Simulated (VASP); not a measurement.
# SnTe (Fm-3m) in VASP: a series of runs

Runs on SnTe. Level: LDA. Tasks: electric field gradients.

All numbers are computed with VASP 6.6.1; they aren't measurements. Logs are shortened: lines on timing, memory, paths and dates and some standing lists are left out, and cuts for length are marked.

**1. The cell of the first run**

Symmetry: Fm-3m, No. 225, cubic system. The conventional cell has a = 6.313 Å, b = 6.313 Å, c = 6.313 Å, α = 90.00°, β = 90.00°, γ = 90.00°. Sn (site symmetry m-3m) has 6 Te at 3.16 Å within 4.2 Å. Within 4.2 Å of Te (site symmetry m-3m) lie 6 Sn at 3.16 Å.

**2. Electric field gradients, LDA**

Input file INCAR:

```
PREC = Accurate
ENCUT = 520
EDIFF = 1E-8
ISMEAR = -1
SIGMA = 0.08
LREAL = False
LASPH = True
NELM = 80
ALGO = Normal
ISIF = 2
LWAVE = False
LCHARG = False
LEFG = True
NBANDS = 17
```

Input file KPOINTS:

```
regular mesh
0
Gamma
  11 11 11
```

Input file POSCAR:

```
SnTe
1.0
    0.0000000000      3.1565000000      3.1565000000
    3.1565000000      0.0000000000      3.1565000000
    3.1565000000      3.1565000000      0.0000000000
Sn Te
1 1
Direct
    0.0000000000      0.0000000000      0.0000000000
    0.5000000000      0.5000000000      0.5000000000
```

Potentials or basis: VASP PAW LDA potentials, release 64 (Sn_d, Te).

The run is started by

```bash
$ cat potpaw_LDA.64/Sn_d/POTCAR potpaw_LDA.64/Te/POTCAR > POTCAR
$ mpirun -np 1 vasp_std > vasp.out
```

OUTCAR:

```text
PREC = Accurate
   ENCUT = 520
   EDIFF = 1E-8
   ISMEAR = -1
   LREAL = False
   LASPH = True
   NELM = 80
   ISIF = 2

 ion  position               nearest neighbor table
   1  0.000  0.000  0.000-   2 3.16   2 3.16   2 3.16   2 3.16   2 3.16   2 3.16
   2  0.500  0.500  0.500-   1 3.16   1 3.16   1 3.16   1 3.16   1 3.16   1 3.16

  LATTYP: Found a face centered cubic cell.
 ALAT       =     6.3130000000

  Lattice vectors:

 A1 = (   0.0000000000,   3.1565000000,   3.1565000000)
 A2 = (   3.1565000000,   0.0000000000,   3.1565000000)
 A3 = (   3.1565000000,   3.1565000000,   0.0000000000)

Analysis of symmetry for initial positions (statically):
=====================================================================
 Subroutine PRICEL returns:
 Original cell was already a primitive cell.

 Routine SETGRP: Setting up the symmetry group for a
 face centered cubic supercell.

 Subroutine GETGRP returns: Found 48 space group operations
 (whereof 48 operations were pure point group operations)
 out of a pool of 48 trial point group operations.

The static configuration has the point symmetry O_h .

Analysis of symmetry for dynamics (positions and initial velocities):
=====================================================================
 Subroutine PRICEL returns:
 Original cell was already a primitive cell.

 Routine SETGRP: Setting up the symmetry group for a
 face centered cubic supercell.

 Subroutine GETGRP returns: Found 48 space group operations
 (whereof 48 operations were pure point group operations)
 out of a pool of 48 trial point group operations.

The dynamic configuration has the point symmetry O_h .

 Subroutine INISYM returns: Found 48 space group operations
 (whereof 48 operations are pure point group operations),
 and found     1 'primitive' translations

----------------------------------------------------------------------------------------

                                     Primitive cell

  volume of cell :      62.8995

  direct lattice vectors                    reciprocal lattice vectors
     0.000000000  3.156500000  3.156500000    -0.158403295  0.158403295  0.158403295
[... 123 lines left out ...]

 number of electron      19.9999999 magnetization

 Free energy of the ion-electron system (eV)
  ---------------------------------------------------
  ext. energy  EPLUGINS =         0.00000000
  ---------------------------------------------------
  free energy    TOTEN  =        -8.82187531 eV

  energy without entropy =       -8.82016228  energy(sigma->0) =       -8.82101880

 E-fermi :   6.6460     XC(G=0):  -9.7157

 val. band max:        6.4718728609   @ k =   0.4545   0.0000   0.0000
 cond. band min:       6.8958564730   @ k =   0.4545   0.0000   0.0000
 fundamental gap:      0.4239836121
 Fermi energy:         6.6460408113

 k-point     1 :       0.0000    0.0000    0.0000
  band No.  band energies     occupation
      1     -15.1189      2.00000
      2     -15.1189      2.00000
      3     -15.1102      2.00000
      4     -15.1102      2.00000
      5     -15.1102      2.00000
      6      -6.1095      2.00000
[... 457 lines left out ...]
      4     -15.1069      2.00000
      5     -15.1055      2.00000
      6      -5.4258      2.00000
[... 9 lines left out ...]
     16      14.5188      0.00000
     17      14.6734      0.00000

 [... further k-points ...]

------------------------ aborting loop because EDIFF is reached ----------------------------------------

  FORCE on cell =-STRESS in cart. coord.  units (eV):
  Direction    XX          YY          ZZ          XY          YZ          ZX
  --------------------------------------------------------------------------------------
  -------------------------------------------------------------------------------------
  Total       -0.6556096     -0.6556096     -0.6556096      0.0000000      0.0000000      0.0000000
  in kB      -16.6996926    -16.6996926    -16.6996926      0.0000000      0.0000000      0.0000000
  external PRESSURE =     -16.6996926 kB  Pullay stress =       0.0000000 kB

 VOLUME and BASIS-vectors are now :
 -----------------------------------------------------------------------------
  energy-cutoff  :      520.00
  volume of cell :       62.90
      direct lattice vectors                 reciprocal lattice vectors
     0.000000000  3.156500000  3.156500000    -0.158403295  0.158403295  0.158403295
     3.156500000  0.000000000  3.156500000     0.158403295 -0.158403295  0.158403295
     3.156500000  3.156500000  0.000000000     0.158403295  0.158403295 -0.158403295

 POSITION                                       TOTAL-FORCE (eV/Angst)
 -----------------------------------------------------------------------------------
      0.00000      0.00000      0.00000        -0.000000      0.000000      0.000000
      3.15650      3.15650      3.15650         0.000000     -0.000000      0.000000
 -----------------------------------------------------------------------------------
    total drift:                               -0.000000      0.000000      0.000000

  FREE ENERGIE OF THE ION-ELECTRON SYSTEM (eV)
  ---------------------------------------------------
  free  energy   TOTEN  =        -8.8218753109 eV

  energy  without entropy=       -8.8201622802  energy(sigma->0) =       -8.82101880

 Electric field gradients (V/A^2)
---------------------------------------------------------------------
 ion       V_xx      V_yy      V_zz      V_xy      V_xz      V_yz
---------------------------------------------------------------------
   1      -0.000    -0.000     0.000    -0.002    -0.002    -0.002
   2       0.000    -0.000     0.000     0.000     0.000     0.000
---------------------------------------------------------------------

 Electric field gradients after diagonalization (V/A^2)
 (convention: |V_zz| > |V_xx| > |V_yy|)
----------------------------------------------------------------------
 ion       V_xx      V_yy      V_zz     asymmetry (V_yy - V_xx)/ V_zz
----------------------------------------------------------------------
   1       0.002     0.002    -0.004       0.000
   2      -0.000    -0.000     0.000       0.000
----------------------------------------------------------------------

           NMR quadrupolar parameters

 Cq : quadrupolar parameter    Cq=e*Q*V_zz/h
 eta: asymmetry parameters     (V_yy - V_xx)/ V_zz
 Q  : nuclear electric quadrupole moment in mb (millibarn)
----------------------------------------------------------------------
 ion       Cq(MHz)       eta       Q (mb)
----------------------------------------------------------------------
   1      -0.000       0.000       1.000
   2       0.000       0.000       1.000
----------------------------------------------------------------------
```

stdout:

```text
POSCAR found type information on POSCAR SnTe
 POSCAR found :  2 types and       2 ions
 scaLAPACK will be used
 LDA part: xc-table for (Slater(with rela. corr.)+CA(PZ))
 , standard interpolation
 POSCAR, INCAR and KPOINTS ok, starting setup
 FFT: planning ... GRIDC
 FFT: planning ... GRID_SOFT
 FFT: planning ... GRID
 WAVECAR not read
 entering main loop
ion   1

ion   2
```

Wall time 90 s (1 thread of Intel Xeon 6975P-C, shared host); peak memory 0.21 GiB.

Results:

| Quantity | Value |
| --- | --- |
| Free energy | -8.8219 eV |
| Pressure | -1.7 GPa |

Caveat: this odd mesh misses L, where the gap lies, so gap, dielectric constants and Born charges aren't listed; without QUAD_EFG the Cq values of the log hold for a quadrupole moment of 1 mb, not for the nuclei; spin-orbit coupling is left out, which moves the levels of the heavy elements.

**3. Electric field gradients, LDA (volume scaled by 1.025)**

Input file INCAR:

```
PREC = Accurate ; ENCUT = 520
EDIFF = 1E-8 ; ISMEAR = -1
SIGMA = 0.08 ; LREAL = F
LASPH = T ; NELM = 60
ALGO = Normal ; ISIF = 2
LWAVE = F ; LCHARG = F
GGA = CA ; LEFG = T
NBANDS = 17
```

Input file KPOINTS:

```
Automatic mesh
0
Gamma
  11 11 11
```

Input file POSCAR:

```
SnTe
1.0
    0.0000000000      3.1825879599      3.1825879599
    3.1825879599      0.0000000000      3.1825879599
    3.1825879599      3.1825879599      0.0000000000
Sn Te
1 1
Direct
    0.0000000000      0.0000000000      0.0000000000
    0.5000000000      0.5000000000      0.5000000000
```

Potentials or basis: VASP PAW LDA potentials, release 64 (Sn_d, Te).

The run is started by

```bash
$ cat potpaw_LDA.64/Sn_d/POTCAR potpaw_LDA.64/Te/POTCAR > POTCAR
$ mpirun -np 1 vasp_std > vasp.out
```

OUTCAR:

```text
PREC = Accurate
   ENCUT = 520
   EDIFF = 1E-8
   ISMEAR = -1
   LREAL = F
   LASPH = T
   NELM = 60
   ISIF = 2
   GGA = CA

 ion  position               nearest neighbor table
   1  0.000  0.000  0.000-   2 3.18   2 3.18   2 3.18   2 3.18   2 3.18   2 3.18
   2  0.500  0.500  0.500-   1 3.18   1 3.18   1 3.18   1 3.18   1 3.18   1 3.18

  LATTYP: Found a face centered cubic cell.
 ALAT       =     6.3651759198

  Lattice vectors:

 A1 = (   0.0000000000,   3.1825879599,   3.1825879599)
 A2 = (   3.1825879599,   0.0000000000,   3.1825879599)
 A3 = (   3.1825879599,   3.1825879599,   0.0000000000)

Analysis of symmetry for initial positions (statically):
=====================================================================
 Subroutine PRICEL returns:
 Original cell was already a primitive cell.

 Routine SETGRP: Setting up the symmetry group for a
 face centered cubic supercell.

 Subroutine GETGRP returns: Found 48 space group operations
 (whereof 48 operations were pure point group operations)
 out of a pool of 48 trial point group operations.

The static configuration has the point symmetry O_h .

Analysis of symmetry for dynamics (positions and initial velocities):
=====================================================================
 Subroutine PRICEL returns:
 Original cell was already a primitive cell.

 Routine SETGRP: Setting up the symmetry group for a
 face centered cubic supercell.

 Subroutine GETGRP returns: Found 48 space group operations
 (whereof 48 operations were pure point group operations)
 out of a pool of 48 trial point group operations.

The dynamic configuration has the point symmetry O_h .

[... 156 lines left out ...]
      2     -15.4165      2.00000
      3     -15.4091      2.00000
      4     -15.4091      2.00000
      5     -15.4091      2.00000
      6      -6.2374      2.00000
[... 457 lines left out ...]
      4     -15.4062      2.00000
      5     -15.4048      2.00000
      6      -5.5825      2.00000
[... 9 lines left out ...]
     16      14.1684      0.00000
     17      14.3204      0.00000

 [... further k-points ...]

------------------------ aborting loop because EDIFF is reached ----------------------------------------

  FORCE on cell =-STRESS in cart. coord.  units (eV):
  Direction    XX          YY          ZZ          XY          YZ          ZX
  --------------------------------------------------------------------------------------
  -------------------------------------------------------------------------------------
  Total       -1.0747184     -1.0747184     -1.0747184      0.0000000      0.0000000      0.0000000
  in kB      -26.7075479    -26.7075479    -26.7075479      0.0000000      0.0000000      0.0000000
  external PRESSURE =     -26.7075479 kB  Pullay stress =       0.0000000 kB

 VOLUME and BASIS-vectors are now :
 -----------------------------------------------------------------------------
  energy-cutoff  :      520.00
  volume of cell :       64.47
      direct lattice vectors                 reciprocal lattice vectors
     0.000000000  3.182587960  3.182587960    -0.157104849  0.157104849  0.157104849
     3.182587960  0.000000000  3.182587960     0.157104849 -0.157104849  0.157104849
     3.182587960  3.182587960  0.000000000     0.157104849  0.157104849 -0.157104849

 POSITION                                       TOTAL-FORCE (eV/Angst)
 -----------------------------------------------------------------------------------
      0.00000      0.00000      0.00000        -0.000000      0.000000     -0.000000
      3.18259      3.18259      3.18259         0.000000     -0.000000      0.000000
 -----------------------------------------------------------------------------------
    total drift:                               -0.000000      0.000000      0.000000

  FREE ENERGIE OF THE ION-ELECTRON SYSTEM (eV)
  ---------------------------------------------------
  free  energy   TOTEN  =        -8.8007497422 eV

  energy  without entropy=       -8.7992531045  energy(sigma->0) =       -8.80000142

 Electric field gradients (V/A^2)
---------------------------------------------------------------------
 ion       V_xx      V_yy      V_zz      V_xy      V_xz      V_yz
---------------------------------------------------------------------
   1      -0.000     0.000    -0.000    -0.002    -0.002    -0.002
   2       0.000    -0.000     0.000    -0.000    -0.000    -0.000
---------------------------------------------------------------------

 Electric field gradients after diagonalization (V/A^2)
 (convention: |V_zz| > |V_xx| > |V_yy|)
----------------------------------------------------------------------
 ion       V_xx      V_yy      V_zz     asymmetry (V_yy - V_xx)/ V_zz
----------------------------------------------------------------------
   1       0.002     0.002    -0.003       0.000
   2       0.000     0.000    -0.000       0.000
----------------------------------------------------------------------

           NMR quadrupolar parameters

 Cq : quadrupolar parameter    Cq=e*Q*V_zz/h
 eta: asymmetry parameters     (V_yy - V_xx)/ V_zz
 Q  : nuclear electric quadrupole moment in mb (millibarn)
----------------------------------------------------------------------
 ion       Cq(MHz)       eta       Q (mb)
----------------------------------------------------------------------
   1      -0.000       0.000       1.000
   2      -0.000       0.000       1.000
----------------------------------------------------------------------
```

Run time: 1.7 min. Hardware: 1 thread of Intel Xeon 6975P-C, shared host; peak memory 0.21 GiB.

Results:

- Free energy: -8.8007 eV
- Pressure: -2.7 GPa

Caveat: this odd mesh misses L, where the gap lies, so gap, dielectric constants and Born charges aren't listed; without QUAD_EFG the Cq values of the log hold for a quadrupole moment of 1 mb, not for the nuclei; spin-orbit coupling is left out, which moves the levels of the heavy elements.
